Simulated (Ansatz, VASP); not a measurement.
**Co in VASP and in Ansatz**

File INCAR:

```
PREC = Accurate
ENCUT = 520
EDIFF = 1E-6
ISMEAR = -1
SIGMA = 0.1
LREAL = F
LASPH = T
NELM = 150
ALGO = Normal
ISIF = 2
LWAVE = F
LCHARG = F
ISPIN = 2
MAGMOM = 1.8 1.8
LORBIT = 11
LMAXMIX = 4
GGA = PS
NBANDS = 20
```

File KPOINTS:

```
regular mesh
0
Gamma
  3 3 2
```

Contents of POSCAR:

```
Co
1.0
    2.5074000000      0.0000000000      0.0000000000
   -1.2537000000      2.1714721000      0.0000000000
    0.0000000000      0.0000000000      4.0699000000
Co
2
Direct
    0.3333333300      0.6666666700      0.2500000000
    0.6666666700      0.3333333300      0.7500000000
```

Input for Ansatz:

```yaml
crystal:
  lattice:
    - [2.5074, 0.0, 0.0]
    - [-1.2537, 2.1714721, 0.0]
    - [0.0, 0.0, 4.0699]
  atoms:
    - { symbol: Co, position: [0.33333333, 0.66666667, 0.25] }
    - { symbol: Co, position: [0.66666667, 0.33333333, 0.75] }
basis:
  ecutwfc: 470.0
kpoints:
  mp_grid:
    grid: [3, 3, 2]
hamiltonian:
  xc: pbesol
magnetization:
  spin_polarized: true
  per_species:
    Co: 1.8
scf:
  occupations:
    method: fermi_dirac
    width: 0.1
```

Alike in both runs: task single point; functional PBEsol; k mesh 3 × 3 × 2; occupations fermi-dirac, width 0.1 eV; collinear spin.

|  | VASP | Ansatz |
| --- | --- | --- |
| version | VASP 6.6.1 | Ansatz 0.2.0 |
| potentials or method | VASP PAW PBE potentials, release 64 (Co), cutoff 520 eV | plane waves, PAW |
| valence electrons in the cell | 18 | 34 |

```csv
,VASP,Ansatz,Ansatz less VASP
net moment per atom (μB),2.08,2.14,+0.054
size of the moment on the site where the two differ most (μB),2.07,2.15,+0.086
```

VASP's potentials were made for PBE, not for PBEsol. Site moments also hang on the region over which each program counts them. VASP's potentials hold 18 valence electrons a cell and Ansatz's 34, so a difference there can come from the potentials and not from the codes.

The k mesh is coarse, so the values compare programs but aren't converged.
